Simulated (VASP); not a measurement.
A run of VASP 6.6.1:

Contents of INCAR:

```
PREC = Accurate ; ENCUT = 520
EDIFF = 1E-6 ; ISMEAR = 0
SIGMA = 0.15 ; LREAL = F
LASPH = T ; NELM = 60
ALGO = Normal ; ISIF = 2
LWAVE = F ; LCHARG = F
GGA = PS ; NBANDS = 8
```

Contents of KPOINTS:

```
regular mesh
0
Gamma
  16 16 16
```

Contents of POSCAR:

```
Sb
1.0
    3.1600000000      0.0000000000      0.0000000000
    0.0000000000      3.1600000000      0.0829500000
    0.0000000000      0.0829500000      3.1600000000
Sb
1
Direct
    0.0000000000      0.0000000000      0.0000000000
```

Potentials or basis: VASP PAW PBE potentials, release 64 (Sb).

Command:

```console
$ cat potpaw_PBE.64/Sb/POTCAR > POTCAR
$ mpirun -np 1 vasp_std > vasp.out
```

Hardware: 1 thread of AMD EPYC 7R13, with other jobs on the host.

Task: Estimate the wall time of this run.

Result: Wall time 2.1 min on 1 thread of AMD EPYC 7R13, with other jobs on the host, peak memory 0.24 GiB. Counts: scf iterations 9, k points 657.
